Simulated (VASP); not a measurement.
F2CH2: relaxation of the atoms with PBE+D3(BJ)

System: F2CH2, in a box.

```
F C H
1.0
    14.00000    0.00000    0.00000
     0.00000   14.50000    0.00000
     0.00000    0.00000   15.00000
F C H
2 1 2
Direct
  0.41942 0.44631 0.49102
  0.58058 0.45075 0.48999
  0.49643 0.50430 0.49444
  0.49661 0.54232 0.55901
  0.49482 0.55369 0.44099
```

```yaml
Program: VASP 6.6.1
Task: relaxation of the atoms
Functional: PBE
Dispersion: D3(BJ)
Potentials_or_basis: VASP PAW PBE potentials, release 64 (F, C, H)
Cutoff: 520 eV
k_mesh: 1 × 1 × 1
Occupations: gaussian, width 0.005 eV
Spin: no spin polarisation
Dipole_correction: no
Further_INCAR_settings: ALGO = Normal; EDIFF = 1e-06; ISYM = 0; IBRION = 2; EDIFFG = -0.01; NSW = 100
```

```yaml
Energy_gained_by_relaxing: 11.1 meV/atom
Ionic_steps: 15
Largest_force_after_relaxing: 0.006 eV/Å
Gap_between_the_frontier_levels: 7.75 eV
Dispersion_energy_per_atom: -0.008 eV
```

Forces in eV/Å, atoms in the order of the input:
```
F   -0.003 -0.001  0.001
F   -0.002  0.002  0.000
C    0.005  0.001 -0.002
H    0.000 -0.001 -0.001
H    0.000 -0.001  0.003
```

Step by step:
| step | energy change (eV) | largest force (eV/Å) | pressure (GPa) |
| --- | --- | --- | --- |
| 1 | 0.0000 | 1.5747 | -0.02 |
| 2 | 0.1330 | 4.3009 | 0.02 |
| 3 | -0.0358 | 0.5006 | -0.01 |
| 4 | -0.0465 | 0.6257 | 0.00 |
| 5 | -0.0476 | 0.4376 | 0.00 |
| 6 | -0.0540 | 0.2681 | 0.00 |
| 7 | -0.0542 | 0.1942 | 0.00 |
| 8 | -0.0546 | 0.2795 | -0.01 |
| 9 | -0.0551 | 0.1037 | -0.01 |
| 10 | -0.0555 | 0.0788 | -0.01 |
| 11 | -0.0555 | 0.0669 | -0.01 |
| 12 | -0.0557 | 0.0550 | -0.01 |
| 13 | -0.0557 | 0.0451 | -0.01 |
| 14 | -0.0557 | 0.0429 | -0.01 |
| 15 | -0.0557 | 0.0060 | -0.01 |

Final structure:
```
F C H
1.0
    14.00000    0.00000    0.00000
     0.00000   14.50000    0.00000
     0.00000    0.00000   15.00000
F C H
2 1 2
Direct
  0.41939 0.44717 0.49108
  0.57928 0.45257 0.48986
  0.49736 0.50520 0.49563
  0.49667 0.54015 0.56067
  0.49516 0.55229 0.43820
```

Levels at points of the mesh, in eV from the valence-band top:
```csv
k point,band 6,band 7,band 8,band 9,band 10,band 11,band 12,band 13,band 14
"(0.00, 0.00, 0.00)",-5.05,-1.71,-1.68,-1.29,0.00,7.75,8.33,8.40,8.50
```

Wall time 41 min on 1 thread of Intel(R) Xeon(R) Platinum 8488C (Sapphire Rapids) (shared host), peak memory 1.9 GiB.
